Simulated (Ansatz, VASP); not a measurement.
**Two plane-wave programs on LiF**

The input POSCAR:

```
LiF
1.0
    1.9948982328      1.9948982328      0.0000000000
   -1.9948982328      1.9948982328      0.0000000000
    0.0000000000      1.9948982328      1.9948982328
Li F
1 1
Direct
    0.0000000000      0.0000000000      0.0000000000
    0.5000000000      0.5000000000      0.0000000000
```

INCAR.step1

```
PREC = Accurate
ENCUT = 520
ISMEAR = 0
SIGMA = 0.01
LREAL = False
LASPH = True
NELM = 80
NBANDS = 12
GGA = PE
ALGO = Normal
EDIFF = 1E-4
LWAVE = True
LCHARG = False
```

INCAR.step2

```
PREC = Accurate
ENCUT = 520
EDIFF = 1E-7
ISMEAR = 0
SIGMA = 0.01
LREAL = False
LASPH = True
NELM = 80
ALGO = Normal
ISIF = 2
LWAVE = False
LCHARG = False
METAGGA = R2SCAN
LMIXTAU = True
NBANDS = 12
ISTART = 1
```

File KPOINTS:

```
regular mesh
0
Gamma
  10 10 10
```

Input for Ansatz:

```yaml
crystal:
  lattice:
    - [1.99489823281, 1.99489823281, 0.0]
    - [-1.99489823281, 1.99489823281, 0.0]
    - [0.0, 1.99489823281, 1.99489823281]
  atoms:
    - { symbol: Li, position: [0.0, 0.0, 0.0] }
    - { symbol: F, position: [0.5, 0.5, 0.0] }
kpoints:
  mp_grid: { grid: [10, 10, 10] }
scf:
  occupations: { method: fixed }
  convergence: { dr2_threshold: 1.0e-10 }
hamiltonian:
  xc: r2scan
  pseudopotentials: { kind: paw }
output:
  forces: true
  stress: true
  eigenstates:
    kpoints:
      - [0.0, 0.0, 0.0]
      - [-0.040405342, -0.040405342, 0.0]
      - [-0.040405342, 0.040405342, 0.040405342]
      - [0.0, -0.080810684, -0.040405342]
      - [-0.040405342, -0.040405342, -0.080810684]
      - [-0.040405342, 0.040405342, -0.040405342]
      - [-0.080810684, 0.0, -0.040405342]
      - [-0.5, -0.5, -0.5]
      - [-0.5, 0.5, 0.0]
      - [0.0, 0.0, -0.5]
      - [0.0, -0.5, -0.5]
      - [0.0, 0.5, 0.0]
      - [-0.5, 0.0, 0.0]
      - [-0.5, 0.0, -0.5]
  eigenvalues: true
```

Change from the starting cell: unstrained.

Alike in both runs: task single point; functional r2SCAN; k mesh 10 × 10 × 10; no spin polarisation.

|  | VASP | Ansatz |
| --- | --- | --- |
| version | VASP 6.6.1 | Ansatz 0.2.0 |
| potentials or method | VASP PAW PBE potentials, release 64 (Li_sv, F) | PAW with Ansatz's default frozen-core files, scalar-relativistic |
| plane-wave cutoff (eV) | 520 | 500 |
| occupations | gaussian, width 0.01 eV | fixed |
| valence electrons in the cell | 10 | 10 |

```tsv
	VASP	Ansatz	Ansatz less VASP
gap on the k mesh at the Fermi level (eV)	10.55	10.33	-0.223
```

VASP's potentials were made for PBE, not for r2SCAN.

Noted on VASP's run: the cutoff is under 1.25 times that of the potentials, so the pressure is a little rough.
